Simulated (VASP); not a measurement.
# Sn2GeAs4 (P-42m) in VASP: single point with PBEsol

Aim: the single point of Sn2GeAs4 with PBEsol.

All numbers are computed with VASP 6.6.1; they aren't measurements. Logs are shortened: lines on timing, memory, paths and dates and some standing lists are left out, and cuts for length are marked.

### 1 The cell of the first run

The structure is tetragonal, space group P-42m (No. 111). Conventional cell: a = 5.713 Å, b = 5.713 Å, c = 5.525 Å, α = 90.00°, β = 90.00°, γ = 90.00°. Sn (site symmetry 222) has 4 As at 2.64 Å within 3.5 Å. Within 3.3 Å of Ge (site symmetry -42m) lie 4 As at 2.49 Å. Within 3.4 Å of As (site symmetry m) lie 1 Ge at 2.49 Å and 2 Sn at 2.64 Å and 2 As at 3.32 Å.

### 2 Single point, PBEsol

The input, INCAR:

```
  PREC = Accurate
  ENCUT = 520
  EDIFF = 1E-6
  ISMEAR = -1
  SIGMA = 0.05
  LREAL = F
  LASPH = T
  NELM = 100
  ALGO = Normal
  ISIF = 2
  LWAVE = F
  LCHARG = T
  GGA = PS
  LELF = T
  LVHAR = T
  NBANDS = 40
```

The input, KPOINTS:

```
Automatic mesh
0
Gamma
  4 4 4
```

The input, POSCAR:

```
Sn2GeAs4
1.0
    5.7129633347      0.0000121075     -0.0070307506
    0.0000115486      5.7128310075      0.0052691797
    0.0067332803     -0.0051146819      5.5251517993
Sn Ge As
2 1 4
Direct
    0.5052595259      0.0036775386      0.5132583734
    0.0052689211      0.5036721859      0.5132589089
    0.0052693178      0.0036801512      0.0132533123
    0.2828514054      0.7260775200      0.2070649266
    0.2828628964      0.2812754439     -0.1805423219
    0.7276805566      0.7260819432     -0.1805548035
    0.7276751595      0.2812662936      0.2070681356
```

Potentials or basis: VASP PAW PBE potentials, release 64 (Sn_d, Ge_d, As).

Launch:

```console
$ cat potpaw_PBE.64/Sn_d/POTCAR potpaw_PBE.64/Ge_d/POTCAR potpaw_PBE.64/As/POTCAR > POTCAR
$ mpirun -np 1 vasp_std > vasp.out
```

OUTCAR:

```text
PREC = Accurate
   ENCUT = 520
   EDIFF = 1E-6
   ISMEAR = -1
   LREAL = F
   LASPH = T
   NELM = 100
   ISIF = 2
   GGA = PS

 ion  position               nearest neighbor table
   1  0.505  0.004  0.513-   5 2.64   7 2.64   6 2.64   4 2.64
   2  0.005  0.504  0.513-   6 2.64   7 2.64   4 2.64   5 2.64
   3  0.005  0.004  0.013-   5 2.49   4 2.49   6 2.49   7 2.49
   4  0.283  0.726  0.207-   3 2.49   2 2.64   1 2.64
   5  0.283  0.281  0.819-   3 2.49   2 2.64   1 2.64
   6  0.728  0.726  0.819-   3 2.49   2 2.64   1 2.64
   7  0.728  0.281  0.207-   3 2.49   2 2.64   1 2.64

  LATTYP: Found a simple orthorhombic cell.
 ALAT       =     5.5251582694
 B/A-ratio  =     1.0339673832
 C/A-ratio  =     1.0339916763

  Lattice vectors:

 A1 = (  -0.0067332803,   0.0051146819,  -5.5251517993)
 A2 = (   0.0000115486,   5.7128310075,   0.0052691797)
 A3 = (   5.7129633347,   0.0000121075,  -0.0070307506)

Analysis of symmetry for initial positions (statically):
=====================================================================
 Subroutine PRICEL returns:
 Original cell was already a primitive cell.

 Routine SETGRP: Setting up the symmetry group for a
 simple orthorhombic supercell.

 Subroutine GETGRP returns: Found  1 space group operations
 (whereof  1 operations were pure point group operations)
 out of a pool of  8 trial point group operations.

The static configuration has the point symmetry C_1 .

Analysis of symmetry for dynamics (positions and initial velocities):
=====================================================================
 Subroutine PRICEL returns:
 Original cell was already a primitive cell.

 Routine SETGRP: Setting up the symmetry group for a
 simple orthorhombic supercell.

 Subroutine GETGRP returns: Found  1 space group operations
 (whereof  1 operations were pure point group operations)
 out of a pool of  8 trial point group operations.

The dynamic configuration has the point symmetry C_1 .

 Subroutine INISYM returns: Found  1 space group operations
 (whereof  1 operations are pure point group operations),
 and found     1 'primitive' translations

----------------------------------------------------------------------------------------

                                     Primitive cell

  volume of cell :     180.3259

  direct lattice vectors                    reciprocal lattice vectors
     5.712963335  0.000012108 -0.007030751     0.175040245 -0.000000157 -0.000213315
     0.000011549  5.712831008  0.005269180    -0.000000172  0.175044412  0.000162040
     0.006733280 -0.005114682  5.525151799     0.000222739 -0.000166935  0.180990076

  length of vectors
     5.712967661  5.712833438  5.525158269     0.175040375  0.175044487  0.180990290

  position of ions in fractional coordinates (direct lattice)
     0.505259526  0.003677539  0.513258373
     0.005268921  0.503672186  0.513258909
     0.005269318  0.003680151  0.013253312
     0.282851405  0.726077520  0.207064927
     0.282862896  0.281275444  0.819457678
     0.727680557  0.726081943  0.819445196
     0.727675160  0.281266294  0.207068136

  ion indices of the primitive-cell ions
   primitive index   ion index
                 1           1
                 2           2
                 3           3
                 4           4
                 5           5
                 6           6
                 7           7

----------------------------------------------------------------------------------------

 KPOINTS: Automatic mesh

Automatic generation of k-mesh.
 Grid dimensions read from file:
 generate k-points for:    4    4    4

 Generating k-lattice:

  Cartesian coordinates                     Fractional coordinates (reciprocal lattice)
     0.043760061 -0.000000039 -0.000053329     0.250000000  0.000000000  0.000000000
    -0.000000043  0.043761103  0.000040510     0.000000000  0.250000000  0.000000000
     0.000055685 -0.000041734  0.045247519     0.000000000 -0.000000000  0.250000000

  Length of vectors
     0.043760094  0.043761122  0.045247573

  Shift w.r.t. Gamma in fractional coordinates (k-lattice)
     0.000000000  0.000000000  0.000000000

 Subroutine IBZKPT returns following result:
 ===========================================

 Found     36 irreducible k-points:

 Following reciprocal coordinates:
            Coordinates               Weight
  0.000000  0.000000  0.000000      1.000000
  0.250000  0.000000  0.000000      2.000000
  0.500000  0.000000  0.000000      1.000000
 -0.000000  0.250000  0.000000      2.000000
  0.250000  0.250000  0.000000      2.000000
 -0.250000  0.250000  0.000000      2.000000
[... 16 lines left out ...]
  0.000000  0.500000  0.250000      2.000000
  0.250000  0.500000  0.250000      2.000000
 [... further k-points ...]
   k-points           NKPTS =     36   k-points in BZ     NKDIM =     36   number of bands    NBANDS=     40
   number of dos      NEDOS =    301   number of ions     NIONS =      7
   total plane-waves  NPLWV =  74088
   dimension x,y,z NGX =    42 NGY =   42 NGZ =   42
   dimension x,y,z NGXF=    84 NGYF=   84 NGZF=   84
   ions per type =               2   1   4
   NGX,Y,Z   is equivalent  to a cutoff of  12.22, 12.22, 12.64 a.u.
   NGXF,Y,Z  is equivalent  to a cutoff of  24.44, 24.44, 25.27 a.u.
 SYSTEM =  unknown system
   PREC   = accura    normal or accurate (medium, high low for compatibility)
   ISTART =      0    job   : 0-new  1-cont  2-samecut
   ICHARG =      2    charge: 1-file 2-atom 10-const
   ISPIN  =      1    spin polarized calculation?
   LNONCOLLINEAR =      F non collinear calculations
   LSORBIT =      F    spin-orbit coupling
   LASPH  =      T    aspherical Exc in radial PAW
   ENCUT  =  520.0 eV  38.22 Ry    6.18 a.u.  10.62 10.62 10.27*2*pi/ulx,y,z
   NELM   =    100;   NELMIN=  2; NELMDL= -5     # of ELM steps
   EDIFF  = 0.1E-05   stopping-criterion for ELM
   LREAL  =      F    real-space projection
   EDIFFG = 0.1E-04   stopping-criterion for IOM
   NSW    =      0    number of steps for IOM
   IBRION =     -1    ionic relax: 0-MD 1-quasi-New 2-CG
   NFREE  =      0    steps in history (QN), initial steepest desc. (CG)
   ISIF   =      2    stress and relaxation
   ISYM   =      2    0-nonsym 1-usesym 2-fastsym
   POTIM  = 0.5000    time-step for ionic-motion
   TEBEG  =    0.0;   TEEND  =   0.0 temperature during run
   PSTRESS=    0.0 pullay stress
   NELECT =      62.0000    total number of electrons
   NUPDOWN=      -1.0000    fix difference up-down
   EMIN   =  10.00;   EMAX   =-10.00  energy-range for DOS
   EFERMI =   0.00;   METHOD = LEGACY
   ISMEAR =    -1;   SIGMA  =   0.05  broadening in eV -4-tet -1-fermi 0-gaus
   EFERMI_NEDOS =   21; number of points for ismear=-14 and -15
   IALGO  =     38    algorithm
   IMIX   =      4    mixing-type and parameters
     AMIX     =   0.40;   BMIX     =  1.00
     AMIX_MAG =   1.60;   BMIX_MAG =  1.00
  volume/ion in A,a.u.               =      25.76       173.84
  Fermi-wavevector in a.u.,A,eV,Ry     =   1.146884  2.167296 17.896317  1.315342
  Thomas-Fermi vector in A             =   2.283566
   LORBIT       =      0    0 simple, 1 ext, 2 COOP (PROOUT), +10 PAW based schemes
   GGA     = PS    functional components
   LHFCALC =     F    Hartree Fock is set to
   AEXX    =    0.0000 exact exchange contribution
   IVDW    =     0    specifies the selected vdW correction
   LEPSILON=     F    determine dielectric tensor
   LRPA    =     F    only Hartree local field effects (RPA)
 non-spin polarized calculation
  energy-cutoff  :      520.00
  volume of cell :      180.33
 maximum number of plane-waves:      4874
   NGX = 21   NGY = 21   NGZ = 21

 number of electron      62.0000004 magnetization

 Free energy of the ion-electron system (eV)
  ---------------------------------------------------
  ext. energy  EPLUGINS =         0.00000000
  ---------------------------------------------------
  free energy    TOTEN  =       -33.76093321 eV

  energy without entropy =      -33.75689685  energy(sigma->0) =      -33.75891503

 E-fermi :   4.6756     XC(G=0):  -9.6503

 val. band max:        4.5527153513   @ k =   0.0000   0.0000   0.0000
 cond. band min:       4.6898962405   @ k =   0.0000   0.0000   0.0000
 fundamental gap:      0.1371808893
 Fermi energy:         4.6755672000

 k-point     1 :       0.0000    0.0000    0.0000
  band No.  band energies     occupation
      1     -19.9540      2.00000
      2     -19.9386      2.00000
      3     -19.9386      2.00000
      4     -19.9268      2.00000
      5     -19.9249      2.00000
      6     -16.6651      2.00000
[... 32 lines left out ...]
     39       7.9597      0.00000
     40       8.0543      0.00000

 k-point     2 :       0.2500    0.0000    0.0000
  band No.  band energies     occupation
      1     -19.9540      2.00000
      2     -19.9386      2.00000
      3     -19.9386      2.00000
      4     -19.9268      2.00000
      5     -19.9248      2.00000
      6     -16.6638      2.00000
[... 32 lines left out ...]
     39       8.9015      0.00000
     40       9.1570      0.00000

 k-point     3 :       0.5000    0.0000    0.0000
  band No.  band energies     occupation
      1     -19.9541      2.00000
      2     -19.9386      2.00000
      3     -19.9386      2.00000
      4     -19.9267      2.00000
      5     -19.9248      2.00000
      6     -16.6628      2.00000
[... 32 lines left out ...]
     39       9.3755      0.00000
     40       9.6035      0.00000

 k-point     4 :      -0.0000    0.2500    0.0000
  band No.  band energies     occupation
      1     -19.9540      2.00000
      2     -19.9386      2.00000
      3     -19.9386      2.00000
      4     -19.9268      2.00000
      5     -19.9248      2.00000
      6     -16.6638      2.00000
[... 32 lines left out ...]
     39       8.9014      0.00000
     40       9.1612      0.00000
[... 772 lines left out ...]
     39       8.7026      0.00000
     40       9.3894      0.00000

 k-point    23 :       0.0000    0.5000    0.2500
  band No.  band energies     occupation
      1     -19.9541      2.00000
      2     -19.9387      2.00000
      3     -19.9386      2.00000
      4     -19.9267      2.00000
      5     -19.9248      2.00000
      6     -16.6632      2.00000
[... 32 lines left out ...]
     39       8.8475      0.00000
     40       9.3512      0.00000

 k-point    24 :       0.2500    0.5000    0.2500
  band No.  band energies     occupation
      1     -19.9541      2.00000
      2     -19.9387      2.00000
      3     -19.9387      2.00000
      4     -19.9267      2.00000
      5     -19.9248      2.00000
      6     -16.6693      2.00000
[... 32 lines left out ...]
     39       8.7029      0.00000
     40       9.3894      0.00000

 [... further k-points ...]
[... 5 lines left out ...]
  --------------------------------------------------------------------------------------
  -------------------------------------------------------------------------------------
  Total        0.1427254      0.1433993      0.1521368     -0.0003235      0.0002423      0.0003133
  in kB        1.2681005      1.2740887      1.3517203     -0.0028745      0.0021532      0.0027840
  external PRESSURE =       1.2979698 kB  Pullay stress =       0.0000000 kB

 VOLUME and BASIS-vectors are now :
 -----------------------------------------------------------------------------
  energy-cutoff  :      520.00
  volume of cell :      180.33
      direct lattice vectors                 reciprocal lattice vectors
     5.712963335  0.000012108 -0.007030751     0.175040245 -0.000000157 -0.000213315
     0.000011549  5.712831008  0.005269180    -0.000000172  0.175044412  0.000162040
     0.006733280 -0.005114682  5.525151799     0.000222739 -0.000166935  0.180990076

 POSITION                                       TOTAL-FORCE (eV/Angst)
 -----------------------------------------------------------------------------------
      2.88999      0.01839      2.83230         0.000120     -0.000200      0.000002
      0.03356      2.87477      2.83845        -0.000106      0.000034      0.000021
      0.03019      0.02096      0.07321        -0.000053      0.000026     -0.000196
      1.61732      4.14690      1.14590         0.018578     -0.018254     -0.016796
      1.62151      1.60269      4.52712         0.018481      0.018302      0.016827
      4.16274      4.14380      4.52627        -0.018514     -0.018317      0.016931
      4.15858      1.60578      1.14045        -0.018506      0.018408     -0.016789
 -----------------------------------------------------------------------------------
    total drift:                                0.000203      0.000288     -0.000458

  FREE ENERGIE OF THE ION-ELECTRON SYSTEM (eV)
  ---------------------------------------------------
  free  energy   TOTEN  =       -33.7609332099 eV

  energy  without entropy=      -33.7568968514  energy(sigma->0) =      -33.75891503
```

Wall time 6.1 min (1 thread of AMD EPYC 7R13, shared host); peak memory 0.38 GiB.

Results:

* Free energy: -33.7609 eV
* Pressure: 0.1 GPa
* Largest force: 0.031 eV/Å
* Band gap on the k mesh: 0.14 eV

Forces on the atoms (eV/Å):
```
Sn   0.000  0.000  0.000
Sn   0.000  0.000  0.000
Ge   0.000  0.000  0.000
As   0.019 -0.018 -0.017
As   0.018  0.018  0.017
As  -0.019 -0.018  0.017
As  -0.019  0.018 -0.017
```

Caveat: semilocal functionals underestimate gaps, and a narrow one can read as zero; the PAW data sets were made with another functional, which shifts forces and pressure a little; spin-orbit coupling is left out, which moves the levels of the heavy elements.
